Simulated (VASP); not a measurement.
# ZnS (P6_3mc) in VASP: notebook

Aim: see how the results for ZnS move with the level of theory and the settings. Levels: LDA, PBE, r2SCAN. Tasks: single point.

All numbers are computed with VASP 6.6.1; they aren't measurements. Logs are shortened: lines on timing, memory, paths and dates and some standing lists are left out, and cuts for length are marked.

**1. The cell of the first run**

The structure is hexagonal, space group P6_3mc (No. 186). Conventional cell: a = 3.805 Å, b = 3.805 Å, c = 6.244 Å, α = 90.00°, β = 90.00°, γ = 120.00°. Zn (site symmetry 3m) has 4 S at 2.33 to 2.34 Å within 3.1 Å. Within 3.1 Å of S (site symmetry 3m) lie 4 Zn at 2.33 to 2.34 Å.

**2. Single point, LDA**

INCAR reads:

```
  ALGO = Normal
  EDIFF = 1E-6
  ENCUT = 520
  GGA = CA
  ISIF = 2
  ISMEAR = 0
  LASPH = True
  LCHARG = False
  LREAL = False
  LWAVE = False
  NBANDS = 26
  NELM = 60
  PREC = Accurate
  SIGMA = 0.01
```

KPOINTS reads:

```
k-points
0
Gamma
  12 12 4
```

POSCAR reads:

```
ZnS
1.0
    3.8054755645      0.0000000000      0.0000000000
   -1.9027377822      3.2956385124      0.0000000000
    0.0000000000      0.0000000000      6.2440483056
Zn S
2 2
Direct
    0.3333333333      0.6666666667      0.0003405378
    0.6666666667      0.3333333333      0.5003405378
    0.3333333333      0.6666666667      0.3746594622
    0.6666666667      0.3333333333      0.8746594622
```

Potentials or basis: VASP PAW LDA potentials, release 64 (Zn, S).

Command:

```
cat potpaw_LDA.64/Zn/POTCAR potpaw_LDA.64/S/POTCAR > POTCAR
mpirun -np 1 vasp_std > vasp.out
```

OUTCAR:

```text
EDIFF = 1E-6
   ENCUT = 520
   GGA = CA
   ISIF = 2
   ISMEAR = 0
   LASPH = True
   LREAL = False
   NELM = 60
   PREC = Accurate

 ion  position               nearest neighbor table
   1  0.333  0.667  0.000-   4 2.33   4 2.33   4 2.33   3 2.34
   2  0.667  0.333  0.500-   3 2.33   3 2.33   3 2.33   4 2.34
   3  0.333  0.667  0.375-   2 2.33   2 2.33   2 2.33   1 2.34
   4  0.667  0.333  0.875-   1 2.33   1 2.33   1 2.33   2 2.34

  LATTYP: Found a hexagonal cell.
 ALAT       =     3.8054755645
 C/A-ratio  =     1.6408063065

  Lattice vectors:

 A1 = (   3.8054755645,   0.0000000000,   0.0000000000)
 A2 = (  -1.9027377822,   3.2956385124,   0.0000000000)
 A3 = (   0.0000000000,   0.0000000000,   6.2440483056)

Analysis of symmetry for initial positions (statically):
=====================================================================
 Subroutine PRICEL returns:
 Original cell was already a primitive cell.

 Routine SETGRP: Setting up the symmetry group for a
 hexagonal supercell.

 Subroutine GETGRP returns: Found 12 space group operations
 (whereof  6 operations were pure point group operations)
 out of a pool of 24 trial point group operations.

The static configuration has the point symmetry C_3v.
 The point group associated with its full space group is C_6v.

Analysis of symmetry for dynamics (positions and initial velocities):
=====================================================================
 Subroutine PRICEL returns:
 Original cell was already a primitive cell.

 Routine SETGRP: Setting up the symmetry group for a
 hexagonal supercell.

 Subroutine GETGRP returns: Found 12 space group operations
 (whereof  6 operations were pure point group operations)
 out of a pool of 24 trial point group operations.

The dynamic configuration has the point symmetry C_3v.
 The point group associated with its full space group is C_6v.

 Subroutine INISYM returns: Found 12 space group operations
 (whereof  6 operations are pure point group operations),
 and found     1 'primitive' translations

----------------------------------------------------------------------------------------

                                     Primitive cell

  volume of cell :      78.3096

  direct lattice vectors                    reciprocal lattice vectors
     3.805475565  0.000000000  0.000000000     0.262779246  0.151715668  0.000000000
    -1.902737782  3.295638512  0.000000000     0.000000000  0.303431337  0.000000000
     0.000000000  0.000000000  6.244048306     0.000000000  0.000000000  0.160152509

  length of vectors
     3.805475565  3.805475565  6.244048306     0.303431337  0.303431337  0.160152509

  position of ions in fractional coordinates (direct lattice)
     0.333333333  0.666666667  0.000340538
     0.666666667  0.333333333  0.500340538
     0.333333333  0.666666667  0.374659462
     0.666666667  0.333333333  0.874659462

  ion indices of the primitive-cell ions
   primitive index   ion index
                 1           1
                 2           2
                 3           3
                 4           4

----------------------------------------------------------------------------------------

 KPOINTS: k-points

Automatic generation of k-mesh.
 Grid dimensions read from file:
 generate k-points for:   12   12    4

 Generating k-lattice:

  Cartesian coordinates                     Fractional coordinates (reciprocal lattice)
     0.021898271  0.012642972  0.000000000     0.083333333  0.000000000  0.000000000
     0.000000000  0.025285945  0.000000000     0.000000000  0.083333333  0.000000000
     0.000000000  0.000000000  0.040038127     0.000000000  0.000000000  0.250000000

  Length of vectors
     0.025285945  0.025285945  0.040038127

  Shift w.r.t. Gamma in fractional coordinates (k-lattice)
     0.000000000  0.000000000  0.000000000

 Subroutine IBZKPT returns following result:
 ===========================================

 Found     57 irreducible k-points:

 Following reciprocal coordinates:
            Coordinates               Weight
  0.000000  0.000000  0.000000      1.000000
  0.083333  0.000000  0.000000      6.000000
  0.166667  0.000000  0.000000      6.000000
  0.250000  0.000000  0.000000      6.000000
  0.333333  0.000000  0.000000      6.000000
  0.416667  0.000000  0.000000      6.000000
[... 16 lines left out ...]
  0.250000  0.000000  0.250000     12.000000
  0.333333  0.000000  0.250000     12.000000
 [... further k-points ...]
   k-points           NKPTS =     57   k-points in BZ     NKDIM =     57   number of bands    NBANDS=     26
   number of dos      NEDOS =    301   number of ions     NIONS =      4
   total plane-waves  NPLWV =  37632
   dimension x,y,z NGX =    28 NGY =   28 NGZ =   48
   dimension x,y,z NGXF=    56 NGYF=   56 NGZF=   96
   ions per type =               2   2
   NGX,Y,Z   is equivalent  to a cutoff of  12.23, 12.23, 12.78 a.u.
   NGXF,Y,Z  is equivalent  to a cutoff of  24.46, 24.46, 25.56 a.u.
 SYSTEM =  unknown system
   PREC   = accura    normal or accurate (medium, high low for compatibility)
   ISTART =      0    job   : 0-new  1-cont  2-samecut
   ICHARG =      2    charge: 1-file 2-atom 10-const
   ISPIN  =      1    spin polarized calculation?
   LNONCOLLINEAR =      F non collinear calculations
   LSORBIT =      F    spin-orbit coupling
   LASPH  =      T    aspherical Exc in radial PAW
   ENCUT  =  520.0 eV  38.22 Ry    6.18 a.u.   7.08  7.08 11.61*2*pi/ulx,y,z
   NELM   =     60;   NELMIN=  2; NELMDL= -5     # of ELM steps
   EDIFF  = 0.1E-05   stopping-criterion for ELM
   LREAL  =      F    real-space projection
   EDIFFG = 0.1E-04   stopping-criterion for IOM
   NSW    =      0    number of steps for IOM
   IBRION =     -1    ionic relax: 0-MD 1-quasi-New 2-CG
   NFREE  =      0    steps in history (QN), initial steepest desc. (CG)
   ISIF   =      2    stress and relaxation
   ISYM   =      2    0-nonsym 1-usesym 2-fastsym
   POTIM  = 0.5000    time-step for ionic-motion
   TEBEG  =    0.0;   TEEND  =   0.0 temperature during run
   PSTRESS=    0.0 pullay stress
   NELECT =      36.0000    total number of electrons
   NUPDOWN=      -1.0000    fix difference up-down
   EMIN   =  10.00;   EMAX   =-10.00  energy-range for DOS
   EFERMI =   0.00;   METHOD = LEGACY
   ISMEAR =     0;   SIGMA  =   0.01  broadening in eV -4-tet -1-fermi 0-gaus
   EFERMI_NEDOS =   21; number of points for ismear=-14 and -15
   IALGO  =     38    algorithm
   IMIX   =      4    mixing-type and parameters
     AMIX     =   0.40;   BMIX     =  1.00
     AMIX_MAG =   1.60;   BMIX_MAG =  1.00
  volume/ion in A,a.u.               =      19.58       132.11
  Fermi-wavevector in a.u.,A,eV,Ry     =   1.263487  2.387644 21.720329  1.596399
  Thomas-Fermi vector in A             =   2.396841
   LORBIT       =      0    0 simple, 1 ext, 2 COOP (PROOUT), +10 PAW based schemes
   GGA     = CA    functional components
   LHFCALC =     F    Hartree Fock is set to
   AEXX    =    0.0000 exact exchange contribution
   IVDW    =     0    specifies the selected vdW correction
   LEPSILON=     F    determine dielectric tensor
   LRPA    =     F    only Hartree local field effects (RPA)
 non-spin polarized calculation
 Gauss-broadening in eV      SIGMA  =   0.01
  energy-cutoff  :      520.00
  volume of cell :       78.31
 maximum number of plane-waves:      2130
   NGX = 15   NGY = 15   NGZ = 23

 number of electron      35.9999978 magnetization

 Free energy of the ion-electron system (eV)
  ---------------------------------------------------
  ext. energy  EPLUGINS =         0.00000000
  ---------------------------------------------------
  free energy    TOTEN  =       -16.35781891 eV

  energy without entropy =      -16.35781891  energy(sigma->0) =      -16.35781891

 E-fermi :   2.0722     XC(G=0): -10.0685

 val. band max:        2.0174597131   @ k =   0.0000   0.0000   0.0000
 cond. band min:       4.0063149303   @ k =   0.0000   0.0000   0.0000
 fundamental gap:      1.9888552172
 Fermi energy:         2.0722123159

 k-point     1 :       0.0000    0.0000    0.0000
  band No.  band energies     occupation
      1     -11.1719      2.00000
      2     -10.2030      2.00000
      3      -4.5192      2.00000
      4      -4.5045      2.00000
      5      -4.5045      2.00000
      6      -4.4241      2.00000
[... 18 lines left out ...]
     25       9.5928      0.00000
     26      11.0357      0.00000

 k-point     2 :       0.0833    0.0000    0.0000
  band No.  band energies     occupation
      1     -11.1232      2.00000
      2     -10.1754      2.00000
      3      -4.5149      2.00000
      4      -4.5026      2.00000
      5      -4.4950      2.00000
      6      -4.4194      2.00000
[... 18 lines left out ...]
     25       9.8089      0.00000
     26      10.7514      0.00000

 k-point     3 :       0.1667    0.0000    0.0000
  band No.  band energies     occupation
      1     -10.9834      2.00000
      2     -10.1006      2.00000
      3      -4.5181      2.00000
      4      -4.4820      2.00000
      5      -4.4705      2.00000
      6      -4.4001      2.00000
[... 18 lines left out ...]
     25      10.1012      0.00000
     26      10.4042      0.00000

 k-point     4 :       0.2500    0.0000    0.0000
  band No.  band energies     occupation
      1     -10.7732      2.00000
      2     -10.0024      2.00000
      3      -4.5182      2.00000
      4      -4.4554      2.00000
      5      -4.4415      2.00000
      6      -4.3533      2.00000
[... 18 lines left out ...]
     25      10.3762      0.00000
     26      10.7257      0.00000

 k-point     5 :       0.3333    0.0000    0.0000
  band No.  band energies     occupation
      1     -10.5297      2.00000
      2      -9.9171      2.00000
      3      -4.5063      2.00000
      4      -4.4219      2.00000
      5      -4.4188      2.00000
      6      -4.2745      2.00000
[... 18 lines left out ...]
     25      10.5253      0.00000
     26      11.5592      0.00000

 k-point     6 :       0.4167    0.0000    0.0000
  band No.  band energies     occupation
      1     -10.3124      2.00000
      2      -9.8789      2.00000
      3      -4.4951      2.00000
      4      -4.4067      2.00000
      5      -4.3576      2.00000
      6      -4.2249      2.00000
[... 427 lines left out ...]
 k-point    21 :       0.0833    0.0000    0.2500
  band No.  band energies     occupation
      1     -11.0031      2.00000
      2     -10.3369      2.00000
      3      -4.5270      2.00000
      4      -4.4895      2.00000
      5      -4.4863      2.00000
      6      -4.4376      2.00000
[... 18 lines left out ...]
     25       9.4475      0.00000
     26      10.2790      0.00000

 k-point    22 :       0.1667    0.0000    0.2500
  band No.  band energies     occupation
      1     -10.8696      2.00000
      2     -10.2480      2.00000
      3      -4.5311      2.00000
      4      -4.4741      2.00000
      5      -4.4594      2.00000
      6      -4.4199      2.00000
[... 18 lines left out ...]
     25      10.0213      0.00000
     26      10.2493      0.00000

 k-point    23 :       0.2500    0.0000    0.2500
  band No.  band energies     occupation
      1     -10.6705      2.00000
      2     -10.1264      2.00000
      3      -4.5311      2.00000
      4      -4.4623      2.00000
      5      -4.4260      2.00000
      6      -4.3687      2.00000
[... 18 lines left out ...]
     25      10.3351      0.00000
     26      10.8268      0.00000

 k-point    24 :       0.3333    0.0000    0.2500
  band No.  band energies     occupation
      1     -10.4438      2.00000
      2     -10.0100      2.00000
      3      -4.5216      2.00000
      4      -4.4449      2.00000
      5      -4.3978      2.00000
      6      -4.2884      2.00000
[... 18 lines left out ...]
     25      10.6368      0.00000
     26      11.7543      0.00000

 [... further k-points ...]

------------------------ aborting loop because EDIFF is reached ----------------------------------------

  FORCE on cell =-STRESS in cart. coord.  units (eV):
  Direction    XX          YY          ZZ          XY          YZ          ZX
  --------------------------------------------------------------------------------------
  -------------------------------------------------------------------------------------
  Total       -1.8433523     -1.8433523     -1.8367036     -0.0000000      0.0000000      0.0000000
  in kB      -37.7141363    -37.7141363    -37.5781066     -0.0000000      0.0000000      0.0000000
  external PRESSURE =     -37.6687931 kB  Pullay stress =       0.0000000 kB

 VOLUME and BASIS-vectors are now :
 -----------------------------------------------------------------------------
  energy-cutoff  :      520.00
  volume of cell :       78.31
      direct lattice vectors                 reciprocal lattice vectors
     3.805475565  0.000000000  0.000000000     0.262779246  0.151715668  0.000000000
    -1.902737782  3.295638512  0.000000000     0.000000000  0.303431337  0.000000000
     0.000000000  0.000000000  6.244048306     0.000000000  0.000000000  0.160152509

 POSITION                                       TOTAL-FORCE (eV/Angst)
 -----------------------------------------------------------------------------------
     -0.00000      2.19709      0.00213        -0.000000      0.000000     -0.003368
      1.90274      1.09855      3.12415         0.000000     -0.000000     -0.003368
     -0.00000      2.19709      2.33939         0.000000     -0.000000      0.003368
      1.90274      1.09855      5.46142        -0.000000      0.000000      0.003368
 -----------------------------------------------------------------------------------
    total drift:                               -0.000000     -0.000000     -0.000030

  FREE ENERGIE OF THE ION-ELECTRON SYSTEM (eV)
  ---------------------------------------------------
  free  energy   TOTEN  =       -16.3578189146 eV

  energy  without entropy=      -16.3578189146  energy(sigma->0) =      -16.35781891
```

Wall time 47 s (1 thread of Intel Xeon Platinum 8488C (Sapphire Rapids), shared host); peak memory 0.21 GiB.

What came out:

```
Free energy            : -16.3578 eV
Pressure               : -3.8 GPa
Largest force          : 0.003 eV/Å
Band gap on the k mesh : 1.99 eV, direct
```

Forces in eV/Å, atoms in the order of the input:
```
Zn   0.000  0.000 -0.003
Zn   0.000  0.000 -0.003
S    0.000  0.000  0.003
S    0.000  0.000  0.003
```

Levels at points of the mesh, in eV from the valence-band top:
| k point | band 16 | band 17 | band 18 | band 19 | band 20 | band 21 |
| --- | --- | --- | --- | --- | --- | --- |
| (0.00, 0.00, 0.00) | -0.09 | 0.00 | 0.00 | 1.99 | 2.92 | 6.16 |
| (0.50, 0.00, 0.00) | -2.28 | -1.75 | -0.90 | 3.47 | 4.09 | 4.93 |
| (0.00, 0.00, 0.50) | -0.48 | -0.48 | -0.48 | 3.37 | 3.37 | 6.63 |
| (0.50, 0.00, 0.50) | -1.67 | -1.65 | -1.65 | 3.34 | 3.34 | 5.06 |

[end of part 1 of 2]
